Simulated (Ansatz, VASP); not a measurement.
AgBr in VASP and in Ansatz

INCAR

```
SYSTEM = AgBr
  ALGO = Normal
  EDIFF = 1E-6
  ENCUT = 500
  GGA = PE
  GGA_COMPAT = .False.
  ISIF = 2
  ISMEAR = 0
  LASPH = .True.
  LCHARG = .True.
  LELF = .True.
  LREAL = .False.
  LVHAR = .True.
  LWAVE = .False.
  NBANDS = 26
  NELM = 120
  PREC = Accurate
  SIGMA = 0.01
```

Contents of KPOINTS:

```
k-points
0
Gamma
  6 6 4
  0 0 0
```

POSCAR

```
AgBr
1.0
    4.0481077679      0.0000000000      0.0413820344
    0.0000000000      4.0474311444      0.0000000000
   -0.0565217222      0.0000000000      5.7201680985
Ag Br
2 2
Direct
    0.7498190468      0.7500000000      0.7499454562
    0.2501809532      0.2500000000      0.2500545438
    0.2497690821      0.2500000000      0.7500045594
    0.7502309179      0.7500000000      0.2499954406
```

Input for Ansatz:

```yaml
crystal:
  lattice:
    - [4.0481077679, 0.0, 0.0413820344]
    - [0.0, 4.0474311444, 0.0]
    - [-0.0565217222, 0.0, 5.7201680985]
  atoms:
    - { symbol: Ag, position: [0.7498190468, 0.75, 0.7499454562] }
    - { symbol: Ag, position: [0.2501809532, 0.25, 0.2500545438] }
    - { symbol: Br, position: [0.2497690821, 0.25, 0.7500045594] }
    - { symbol: Br, position: [0.7502309179, 0.75, 0.2499954406] }
kpoints:
  mp_grid: { grid: [6, 6, 4] }
hamiltonian:
  xc: pbe
scf:
  occupations: { method: fixed }
  n_extra_bands: 5
output:
  forces: true
  stress: true
  eigenvalues: true
```

Alike in both runs: task single point; functional PBE; k mesh 6 × 6 × 4; no spin polarisation.

|  | VASP | Ansatz |
| --- | --- | --- |
| version | VASP 6.6.1 | Ansatz 0.2.0 |
| potentials or method | VASP PAW PBE potentials, release 64 (Ag, Br) | plane waves, PAW |
| plane-wave cutoff (eV) | 500 | 420 |
| occupations | gaussian, width 0.01 eV | fixed |
| valence electrons in the cell | 36 | 52 |

|  | VASP | Ansatz | Ansatz less VASP |
| --- | --- | --- | --- |
| gap on the k mesh at the Fermi level (eV) | 0.67 | 0.67 | +0.001 |
| pressure (GPa) | 2.8 | 2.8 | +0.03 |

VASP's potentials hold 36 valence electrons a cell and Ansatz's 52, so a difference there can come from the potentials and not from the codes.
